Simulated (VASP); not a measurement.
# SnO2 (Pbcn) in VASP: notebook

The runs below take SnO2 through single point, with r2SCAN.

All numbers are computed with VASP 6.6.1; they aren't measurements. Logs are shortened: lines on timing, memory, paths and dates and some standing lists are left out, and cuts for length are marked.

### 1 The cell of the first run

It takes space group Pbcn (No. 60, orthorhombic). Conventional cell: a = 4.756 Å, b = 5.772 Å, c = 5.133 Å, α = 90.00°, β = 90.00°, γ = 90.00°. Sn (site symmetry 2) has 6 O at 2.03 to 2.11 Å within 2.7 Å. O (site symmetry 1) has 4 Sn at 2.03 to 3.31 Å and 12 O at 2.64 to 3.11 Å within 3.4 Å.

### 2 Single point, r2SCAN (uniaxial strain along c: -2.0 %)

POSCAR reads:

```
SnO2
1.0
    4.7559223125      0.0000000000      0.0000000000
    0.0000000000      5.7720718324      0.0000000000
    0.0000000000      0.0000000000      5.1333446232
Sn O
4 8
Direct
    0.5000000000      0.6668776806      0.7500000000
    0.0000000000      0.8331223194      0.2500000000
    0.5000000000      0.3331223194      0.2500000000
    0.0000000000      0.1668776806      0.7500000000
    0.7298707416      0.6066800384      0.0790551921
    0.2298707416      0.8933199616      0.9209448079
    0.7701292584      0.8933199616      0.5790551921
    0.2701292584      0.6066800384      0.4209448079
    0.7298707416      0.3933199616      0.5790551921
    0.2298707416      0.1066800384      0.4209448079
    0.7701292584      0.1066800384      0.0790551921
    0.2701292584      0.3933199616      0.9209448079
```

INCAR.step1 reads:

```
SYSTEM = SnO2
ALGO = Normal
EDIFF = 1E-4
ENCUT = 520
GGA = PE
ISMEAR = 0
LASPH = .TRUE.
LCHARG = .FALSE.
LREAL = .FALSE.
LWAVE = .TRUE.
NBANDS = 64
NELM = 60
PREC = Accurate
SIGMA = 0.02
```

INCAR.step2 reads:

```
SYSTEM = SnO2
ALGO = Normal
EDIFF = 1E-6
ENCUT = 520
ISIF = 2
ISMEAR = 0
ISTART = 1
LASPH = .TRUE.
LCHARG = .FALSE.
LMIXTAU = .TRUE.
LREAL = .FALSE.
LWAVE = .FALSE.
METAGGA = R2SCAN
NBANDS = 64
NELM = 60
PREC = Accurate
SIGMA = 0.02
```

KPOINTS reads:

```
k-points
0
G
  6 6 6
  0 0 0
```

Potentials or basis: VASP PAW PBE potentials, release 64 (Sn_d, O).

Started as:

```
cat potpaw_PBE.64/Sn_d/POTCAR potpaw_PBE.64/O/POTCAR > POTCAR
cp INCAR.step1 INCAR
mpirun -np 1 vasp_std > vasp.out
cp INCAR.step2 INCAR
mpirun -np 1 vasp_std > vasp.out
```

OUTCAR:

```text
SYSTEM = SnO2
   EDIFF = 1E-6
   ENCUT = 520
   ISIF = 2
   ISMEAR = 0
   ISTART = 1
   LASPH = .TRUE.
   LREAL = .FALSE.
   METAGGA = R2SCAN
   NELM = 60
   PREC = Accurate

 ion  position               nearest neighbor table
   1  0.500  0.667  0.750-   6 2.03   7 2.03   5 2.04   8 2.04   9 2.11  12 2.11   3 3.21   3 3.21
                             2 3.63   2 3.63   2 3.63   2 3.63   4 3.74   4 3.74   4 3.74   4 3.74
   2  0.000  0.833  0.250-   5 2.03   8 2.03   7 2.04   6 2.04  10 2.11  11 2.11   4 3.21   4 3.21
                             1 3.63   1 3.63   1 3.63   1 3.63   3 3.74   3 3.74   3 3.74   3 3.74
   3  0.500  0.333  0.250-  10 2.03  11 2.03   9 2.04  12 2.04   5 2.11   8 2.11   1 3.21   1 3.21
                             4 3.63   4 3.63   4 3.63   4 3.63   2 3.74   2 3.74   2 3.74   2 3.74
   4  0.000  0.167  0.750-   9 2.03  12 2.03  11 2.04  10 2.04   6 2.11   7 2.11   2 3.21   2 3.21
                             3 3.63   3 3.63   3 3.63   3 3.63   1 3.74   1 3.74   1 3.74   1 3.74
   5  0.730  0.607  0.079-   2 2.03   1 2.04   3 2.11
   6  0.230  0.893  0.921-   1 2.03   2 2.04   4 2.11
   7  0.770  0.893  0.579-   1 2.03   2 2.04   4 2.11
   8  0.270  0.607  0.421-   2 2.03   1 2.04   3 2.11
   9  0.730  0.393  0.579-   4 2.03   3 2.04   1 2.11
  10  0.230  0.107  0.421-   3 2.03   4 2.04   2 2.11
  11  0.770  0.107  0.079-   3 2.03   4 2.04   2 2.11
  12  0.270  0.393  0.921-   4 2.03   3 2.04   1 2.11

  LATTYP: Found a simple orthorhombic cell.
 ALAT       =     4.7559223125
 B/A-ratio  =     1.0793583843
 C/A-ratio  =     1.2136598231

  Lattice vectors:

 A1 = (  -4.7559223125,   0.0000000000,   0.0000000000)
 A2 = (   0.0000000000,   0.0000000000,   5.1333446232)
 A3 = (   0.0000000000,   5.7720718324,   0.0000000000)

Analysis of symmetry for initial positions (statically):
=====================================================================
 Subroutine PRICEL returns:
 Original cell was already a primitive cell.

 Routine SETGRP: Setting up the symmetry group for a
 simple orthorhombic supercell.

 Subroutine GETGRP returns: Found  8 space group operations
 (whereof  2 operations were pure point group operations)
 out of a pool of  8 trial point group operations.

The static configuration has the point symmetry S_2 .
 The point group associated with its full space group is D_2h.

Analysis of symmetry for dynamics (positions and initial velocities):
=====================================================================
 Subroutine PRICEL returns:
 Original cell was already a primitive cell.

 Routine SETGRP: Setting up the symmetry group for a
 simple orthorhombic supercell.

 Subroutine GETGRP returns: Found  8 space group operations
 (whereof  2 operations were pure point group operations)
 out of a pool of  8 trial point group operations.

The dynamic configuration has the point symmetry S_2 .
 The point group associated with its full space group is D_2h.

 Subroutine INISYM returns: Found  8 space group operations
 (whereof  2 operations are pure point group operations),
 and found     1 'primitive' translations

----------------------------------------------------------------------------------------

                                     Primitive cell

  volume of cell :     140.9181

  direct lattice vectors                    reciprocal lattice vectors
     4.755922313  0.000000000  0.000000000     0.210264158  0.000000000  0.000000000
     0.000000000  5.772071832  0.000000000     0.000000000  0.173248017  0.000000000
     0.000000000  0.000000000  5.133344623     0.000000000  0.000000000  0.194804766

  length of vectors
     4.755922313  5.772071832  5.133344623     0.210264158  0.173248017  0.194804766

  position of ions in fractional coordinates (direct lattice)
     0.500000000  0.666877681  0.750000000
     0.000000000  0.833122319  0.250000000
     0.500000000  0.333122319  0.250000000
     0.000000000  0.166877681  0.750000000
     0.729870742  0.606680038  0.079055192
     0.229870742  0.893319962  0.920944808
     0.770129258  0.893319962  0.579055192
     0.270129258  0.606680038  0.420944808
     0.729870742  0.393319962  0.579055192
     0.229870742  0.106680038  0.420944808
     0.770129258  0.106680038  0.079055192
     0.270129258  0.393319962  0.920944808

  ion indices of the primitive-cell ions
   primitive index   ion index
                 1           1
                 2           2
                 3           3
                 4           4
                 5           5
                 6           6
                 7           7
                 8           8
                 9           9
                10          10
                11          11
                12          12

----------------------------------------------------------------------------------------

 KPOINTS: k-points

Automatic generation of k-mesh.
 Grid dimensions read from file:
 generate k-points for:    6    6    6

 Generating k-lattice:

  Cartesian coordinates                     Fractional coordinates (reciprocal lattice)
     0.035044026  0.000000000  0.000000000     0.166666667  0.000000000  0.000000000
     0.000000000  0.028874670  0.000000000     0.000000000  0.166666667  0.000000000
     0.000000000  0.000000000  0.032467461     0.000000000  0.000000000  0.166666667

  Length of vectors
     0.035044026  0.028874670  0.032467461

  Shift w.r.t. Gamma in fractional coordinates (k-lattice)
     0.000000000  0.000000000  0.000000000

 Subroutine IBZKPT returns following result:
 ===========================================

 Found     64 irreducible k-points:

 Following reciprocal coordinates:
            Coordinates               Weight
  0.000000  0.000000  0.000000      1.000000
  0.166667  0.000000  0.000000      2.000000
  0.333333  0.000000  0.000000      2.000000
  0.500000  0.000000  0.000000      1.000000
  0.000000  0.166667  0.000000      2.000000
  0.166667  0.166667  0.000000      4.000000
[... 16 lines left out ...]
  0.333333  0.166667  0.166667      8.000000
  0.500000  0.166667  0.166667      4.000000
 [... further k-points ...]
   k-points           NKPTS =     64   k-points in BZ     NKDIM =     64   number of bands    NBANDS=     64
   number of dos      NEDOS =    301   number of ions     NIONS =     12
   total plane-waves  NPLWV =  69120
   dimension x,y,z NGX =    36 NGY =   48 NGZ =   40
   dimension x,y,z NGXF=    72 NGYF=   96 NGZF=   80
   ions per type =               4   8
   NGX,Y,Z   is equivalent  to a cutoff of  12.58, 13.82, 12.95 a.u.
   NGXF,Y,Z  is equivalent  to a cutoff of  25.17, 27.65, 25.91 a.u.
 SYSTEM =  SnO2
   PREC   = accura    normal or accurate (medium, high low for compatibility)
   ISTART =      1    job   : 0-new  1-cont  2-samecut
   ICHARG =      0    charge: 1-file 2-atom 10-const
   ISPIN  =      1    spin polarized calculation?
   LNONCOLLINEAR =      F non collinear calculations
   LSORBIT =      F    spin-orbit coupling
   LASPH  =      T    aspherical Exc in radial PAW
   ENCUT  =  520.0 eV  38.22 Ry    6.18 a.u.   8.84 10.73  9.54*2*pi/ulx,y,z
   NELM   =     60;   NELMIN=  2; NELMDL=  0     # of ELM steps
   EDIFF  = 0.1E-05   stopping-criterion for ELM
   LREAL  =      F    real-space projection
   EDIFFG = 0.1E-04   stopping-criterion for IOM
   NSW    =      0    number of steps for IOM
   IBRION =     -1    ionic relax: 0-MD 1-quasi-New 2-CG
   NFREE  =      0    steps in history (QN), initial steepest desc. (CG)
   ISIF   =      2    stress and relaxation
   ISYM   =      2    0-nonsym 1-usesym 2-fastsym
   POTIM  = 0.5000    time-step for ionic-motion
   TEBEG  =    0.0;   TEEND  =   0.0 temperature during run
   PSTRESS=    0.0 pullay stress
   NELECT =     104.0000    total number of electrons
   NUPDOWN=      -1.0000    fix difference up-down
   EMIN   =  10.00;   EMAX   =-10.00  energy-range for DOS
   EFERMI =   0.00;   METHOD = LEGACY
   ISMEAR =     0;   SIGMA  =   0.02  broadening in eV -4-tet -1-fermi 0-gaus
   EFERMI_NEDOS =   21; number of points for ismear=-14 and -15
   IALGO  =     38    algorithm
   IMIX   =      4    mixing-type and parameters
     AMIX     =   0.40;   BMIX     =  1.00
     AMIX_MAG =   1.60;   BMIX_MAG =  1.00
  volume/ion in A,a.u.               =      11.74        79.25
  Fermi-wavevector in a.u.,A,eV,Ry     =   1.479439  2.795734 29.779600  2.188739
  Thomas-Fermi vector in A             =   2.593596
   LORBIT       =      0    0 simple, 1 ext, 2 COOP (PROOUT), +10 PAW based schemes
   METAGGA = R2SCAN    functional components
   LHFCALC =     F    Hartree Fock is set to
   AEXX    =    0.0000 exact exchange contribution
   IVDW    =     0    specifies the selected vdW correction
   LEPSILON=     F    determine dielectric tensor
   LRPA    =     F    only Hartree local field effects (RPA)
 non-spin polarized calculation
 Gauss-broadening in eV      SIGMA  =   0.02
  energy-cutoff  :      520.00
  volume of cell :      140.92
 maximum number of plane-waves:      3830
 NGX is ok and might be reduce to    36
   NGX = 17   NGY = 21   NGZ = 19

 number of electron     103.9999992 magnetization

 Free energy of the ion-electron system (eV)
  ---------------------------------------------------
  ext. energy  EPLUGINS =         0.00000000
  ---------------------------------------------------
  free energy    TOTEN  =      -168.99278738 eV

  energy without entropy =     -168.99278738  energy(sigma->0) =     -168.99278738

 E-fermi :   5.7376     XC(G=0): -12.1677

 val. band max:        5.5821174824   @ k =   0.0000   0.0000   0.0000
 cond. band min:       7.8234255336   @ k =   0.0000   0.0000   0.0000
 fundamental gap:      2.2413080512
 Fermi energy:         5.7375592293

 k-point     1 :       0.0000    0.0000    0.0000
  band No.  band energies     occupation
      1     -15.7599      2.00000
      2     -15.5466      2.00000
      3     -15.4607      2.00000
      4     -15.1847      2.00000
      5     -14.9956      2.00000
      6     -14.7082      2.00000
[... 56 lines left out ...]
     63      17.6065      0.00000
     64      17.6842      0.00000

 k-point     2 :       0.1667    0.0000    0.0000
  band No.  band energies     occupation
      1     -15.7493      2.00000
      2     -15.4748      2.00000
      3     -15.4517      2.00000
      4     -15.2111      2.00000
      5     -15.1246      2.00000
      6     -14.7238      2.00000
[... 56 lines left out ...]
     63      17.4644      0.00000
     64      17.8567      0.00000

 k-point     3 :       0.3333    0.0000    0.0000
  band No.  band energies     occupation
      1     -15.6876      2.00000
      2     -15.4188      2.00000
      3     -15.3517      2.00000
      4     -15.2981      2.00000
      5     -15.2785      2.00000
      6     -14.8511      2.00000
[... 1396 lines left out ...]
     63      17.2314      0.00000
     64      17.9030      0.00000

 k-point    24 :       0.5000    0.1667    0.1667
  band No.  band energies     occupation
      1     -15.5862      2.00000
      2     -15.5862      2.00000
      3     -15.3072      2.00000
      4     -15.3072      2.00000
      5     -15.0729      2.00000
      6     -15.0729      2.00000
[... 56 lines left out ...]
     63      17.5843      0.00000
     64      17.5843      0.00000

 [... further k-points ...]

------------------------ aborting loop because EDIFF is reached ----------------------------------------

  FORCE on cell =-STRESS in cart. coord.  units (eV):
  Direction    XX          YY          ZZ          XY          YZ          ZX
  --------------------------------------------------------------------------------------
  -------------------------------------------------------------------------------------
  Total        2.0241222      1.2412015      6.4828496      0.0000000      0.0000000      0.0000000
  in kB       23.0133804     14.1119152     73.7071513      0.0000000      0.0000000      0.0000000
  external PRESSURE =      36.9441490 kB  Pullay stress =       0.0000000 kB

 VOLUME and BASIS-vectors are now :
 -----------------------------------------------------------------------------
  energy-cutoff  :      520.00
  volume of cell :      140.92
      direct lattice vectors                 reciprocal lattice vectors
     4.755922313  0.000000000  0.000000000     0.210264158  0.000000000  0.000000000
     0.000000000  5.772071832  0.000000000     0.000000000  0.173248017  0.000000000
     0.000000000  0.000000000  5.133344623     0.000000000  0.000000000  0.194804766

 POSITION                                       TOTAL-FORCE (eV/Angst)
 -----------------------------------------------------------------------------------
      2.37796      3.84927      3.85001         0.000000      0.105187     -0.000000
      0.00000      4.80884      1.28334         0.000000     -0.105187     -0.000000
      2.37796      1.92281      1.28334         0.000000     -0.105187     -0.000000
      0.00000      0.96323      3.85001         0.000000      0.105187     -0.000000
      3.47121      3.50180      0.40582         0.079327     -0.013425      0.062697
      1.09325      5.15631      4.72753         0.079327      0.013425     -0.062697
      3.66267      5.15631      2.97249        -0.079327      0.013425      0.062697
      1.28471      3.50180      2.16085        -0.079327     -0.013425     -0.062697
      3.47121      2.27027      2.97249         0.079327      0.013425      0.062697
      1.09325      0.61576      2.16085         0.079327     -0.013425     -0.062697
      3.66267      0.61576      0.40582        -0.079327     -0.013425      0.062697
      1.28471      2.27027      4.72753        -0.079327      0.013425     -0.062697
 -----------------------------------------------------------------------------------
    total drift:                                0.000000      0.000000      0.000000

  FREE ENERGIE OF THE ION-ELECTRON SYSTEM (eV)
  ---------------------------------------------------
  free  energy   TOTEN  =      -168.9927873757 eV

  energy  without entropy=     -168.9927873757  energy(sigma->0) =     -168.99278738
```

It took 44 min on 1 thread of Oxide Virtual Turin-like, shared host; peak memory 0.5 GiB.

What came out:

```yaml
Free_energy: -168.9928 eV
Pressure: 3.7 GPa
Largest_force: 0.105 eV/Å
Band_gap_on_the_k_mesh: 2.24 eV
```

Forces in eV/Å, atoms in the order of the input:
```
Sn   0.000  0.105  0.000
Sn   0.000 -0.105  0.000
Sn   0.000 -0.105  0.000
Sn   0.000  0.105  0.000
O    0.079 -0.013  0.063
O    0.079  0.013 -0.063
O   -0.079  0.013  0.063
O   -0.079 -0.013 -0.063
O    0.079  0.013  0.063
O    0.079 -0.013 -0.063
O   -0.079 -0.013  0.063
O   -0.079  0.013 -0.063
```

Stress tensor (GPa, compression positive):
```
2.30 0.00 0.00
0.00 1.41 0.00
0.00 0.00 7.37
```

Levels at points of the mesh, in eV from the valence-band top:
```
           k point  band 49  band 50  band 51  band 52  band 53  band 54  band 55  band 56
(0.00, 0.00, 0.00)    -0.48    -0.19    -0.15     0.00     2.24     7.13     7.15     7.87
(0.50, 0.00, 0.00)    -0.29    -0.29    -0.10    -0.10     5.45     5.45     6.18     6.18
(0.00, 0.50, 0.00)    -0.87    -0.87    -0.10    -0.10     4.93     4.93     7.91     7.91
(0.50, 0.50, 0.00)    -0.55    -0.55    -0.23    -0.23     5.93     5.93     7.05     7.05
(0.00, 0.00, 0.50)    -0.23    -0.23    -0.21    -0.21     5.33     5.33     7.22     7.22
(0.50, 0.00, 0.50)    -0.28    -0.28    -0.28    -0.28     5.91     5.91     5.91     5.91
(0.00, 0.50, 0.50)    -0.32    -0.32    -0.32    -0.32     6.49     6.49     6.49     6.49
(0.50, 0.50, 0.50)    -0.40    -0.40    -0.40    -0.40     6.36     6.36     6.36     6.36
```

Caveat: the cell differs from its parent crystal (uniaxial strain along c: -2.0 %); the cell stands under pressure; the PAW data sets were made with another functional, which shifts forces and pressure a little; spin-orbit coupling is left out, which moves the levels of the heavy elements.

### 3 Single point, r2SCAN

POSCAR reads:

```
SnO2
1.0
    4.7156554156      0.0000000000      0.0000000000
    0.0000000000      5.7245251322      0.0000000000
    0.0000000000      0.0000000000      5.2228576306
Sn O
4 8
Direct
    0.5000000000      0.6655736224      0.7500000000
    0.0000000000      0.8344263776      0.2500000000
    0.5000000000      0.3344263776      0.2500000000
    0.0000000000      0.1655736224      0.7500000000
    0.7305411755      0.6068653930      0.0785214791
    0.2305411755      0.8931346070      0.9214785209
    0.7694588245      0.8931346070      0.5785214791
    0.2694588245      0.6068653930      0.4214785209
    0.7305411755      0.3931346070      0.5785214791
    0.2305411755      0.1068653930      0.4214785209
    0.7694588245      0.1068653930      0.0785214791
    0.2694588245      0.3931346070      0.9214785209
```

INCAR.step1 reads:

```
PREC     = Accurate       # precision mode
ENCUT    = 520            # plane-wave cutoff, eV
ISMEAR   = 0              # smearing method
SIGMA    = 0.02           # smearing width, eV
LREAL    = F              # projectors in reciprocal space
LASPH    = T              # aspherical terms in the spheres
NELM     = 80             # most SCF steps
NBANDS   = 64             # bands
GGA      = PE             # functional
ALGO     = Normal         # electronic algorithm
EDIFF    = 1E-4           # SCF threshold, eV
LWAVE    = T              # write WAVECAR
LCHARG   = F              # write CHGCAR
```

INCAR.step2 reads:

```
PREC     = Accurate       # precision mode
ENCUT    = 520            # plane-wave cutoff, eV
EDIFF    = 1E-7           # SCF threshold, eV
ISMEAR   = 0              # smearing method
SIGMA    = 0.02           # smearing width, eV
LREAL    = F              # projectors in reciprocal space
LASPH    = T              # aspherical terms in the spheres
NELM     = 80             # most SCF steps
ALGO     = Normal         # electronic algorithm
ISIF     = 2              # what is computed and relaxed
LWAVE    = F              # write WAVECAR
LCHARG   = F              # write CHGCAR
METAGGA  = R2SCAN         # meta-GGA
LMIXTAU  = T            
NBANDS   = 64             # bands
ISTART   = 1
```

KPOINTS reads:

```
Automatic mesh
0
Gamma
  6 6 6
```

Potentials or basis: VASP PAW PBE potentials, release 64 (Sn_d, O).

Started as:

```
cat potpaw_PBE.64/Sn_d/POTCAR potpaw_PBE.64/O/POTCAR > POTCAR
cp INCAR.step1 INCAR
mpirun -np 1 vasp_std > vasp.out
cp INCAR.step2 INCAR
mpirun -np 1 vasp_std > vasp.out
```

Run time: 41 min. Hardware: 1 thread of Oxide Virtual Turin-like, shared host; peak memory 0.5 GiB.

It converged, with:

```yaml
Free_energy: -169.0367 eV
Pressure: 3.2 GPa
Largest_force: 0.025 eV/Å
Band_gap_on_the_k_mesh: 2.22 eV
```

Forces on the atoms (eV/Å):
```
Sn   0.000  0.025  0.000
Sn   0.000 -0.025  0.000
Sn   0.000 -0.025  0.000
Sn   0.000  0.025  0.000
O    0.020 -0.009  0.007
O    0.020  0.009 -0.007
O   -0.020  0.009  0.007
O   -0.020 -0.009 -0.007
O    0.020  0.009  0.007
O    0.020 -0.009 -0.007
O   -0.020 -0.009  0.007
O   -0.020  0.009 -0.007
```

Stress tensor (GPa, compression positive):
```
3.07 0.00 0.00
0.00 3.05 0.00
0.00 0.00 3.34
```

Levels at points of the mesh, in eV from the valence-band top:
```tsv
k point	band 50	band 51	band 52	band 53	band 54	band 55
(0.00, 0.00, 0.00)	-0.14	-0.12	0.00	2.22	7.13	7.23
(0.50, 0.00, 0.00)	-0.28	-0.05	-0.05	5.43	5.43	6.21
(0.00, 0.50, 0.00)	-0.88	-0.09	-0.09	4.93	4.93	7.91
(0.50, 0.50, 0.00)	-0.55	-0.19	-0.19	5.91	5.91	7.03
(0.00, 0.00, 0.50)	-0.23	-0.15	-0.15	5.33	5.33	7.16
(0.50, 0.00, 0.50)	-0.24	-0.24	-0.24	5.90	5.90	5.90
(0.00, 0.50, 0.50)	-0.31	-0.31	-0.31	6.47	6.47	6.47
(0.50, 0.50, 0.50)	-0.37	-0.37	-0.37	6.37	6.37	6.37
```

Caveat: the cell stands under pressure; the PAW data sets were made with another functional, which shifts forces and pressure a little; spin-orbit coupling is left out, which moves the levels of the heavy elements.

(Continued in part 2 of 2.)
